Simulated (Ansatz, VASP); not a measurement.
One calculation of BaTiO3, two programs

INCAR

```
PREC = Accurate ; ENCUT = 520
EDIFF = 1E-7 ; ISMEAR = 0
SIGMA = 0.02 ; LREAL = False
LASPH = True ; NELM = 100
ALGO = Normal ; ISIF = 2
LWAVE = False ; LCHARG = True
GGA = PE ; LELF = True
LVHAR = True ; NBANDS = 28
```

Contents of KPOINTS:

```
regular mesh
0
Gamma
  12 12 12
```

The input POSCAR:

```
BaTiO3
1.0
    3.9841000000      0.0000000000      0.0000000000
    0.0000000000      2.8370500000      2.8458000000
    0.0000000000     -2.8370500000      2.8458000000
Ba Ti O
1 1 3
Direct
    0.0000000000      0.0000000000      0.0000000000
    0.5000000000      0.5079000000      0.5079000000
    0.0000000000      0.4921000000      0.4921000000
    0.5000000000      0.5025100000      0.9937100000
    0.5000000000      0.9937100000      0.5025100000
```

Input for Ansatz:

```yaml
crystal:
  lattice:
    - [3.9841, 0.0, 0.0]
    - [0.0, 2.83705, 2.8458]
    - [0.0, -2.83705, 2.8458]
  atoms:
    - { symbol: Ba, position: [0.0, 0.0, 0.0] }
    - { symbol: Ti, position: [0.5, 0.5079, 0.5079] }
    - { symbol: O, position: [0.0, 0.4921, 0.4921] }
    - { symbol: O, position: [0.5, 0.50251, 0.99371] }
    - { symbol: O, position: [0.5, 0.99371, 0.50251] }
basis:
  ecutwfc: 420
kpoints:
  mp_grid: { grid: [12, 12, 12] }
hamiltonian:
  xc: pbe
scf:
  occupations: { method: gaussian, width: 0.02 }
output:
  forces: true
  stress: true
  eigenvalues: true
```

Alike in both runs: task single point; functional PBE; k mesh 12 × 12 × 12; occupations gaussian, width 0.02 eV; no spin polarisation.

|  | VASP | Ansatz |
| --- | --- | --- |
| version | VASP 6.6.1 | Ansatz 0.2.0 |
| potentials or method | VASP PAW PBE potentials, release 64 (Ba_sv, Ti_sv, O), cutoff 520 eV | scalar-relativistic, plane waves, PAW |
| valence electrons in the cell | 40 | 40 |

```csv
,VASP,Ansatz,Ansatz less VASP
gap on the k mesh at the Fermi level (eV),1.79,1.86,+0.064
least direct gap on the mesh (eV),1.97,1.99,+0.024
pressure (GPa),3.7,1.9,-1.77
"traceless stress, the component that is largest in VASP (GPa)",-0.71,-0.69,+0.017
rms of the force components (eV/Å),0.087,0.093,+0.0052
```

Atom by atom the forces differ by 0.009 eV/Å (rms over components).

Spin-orbit coupling is off throughout.
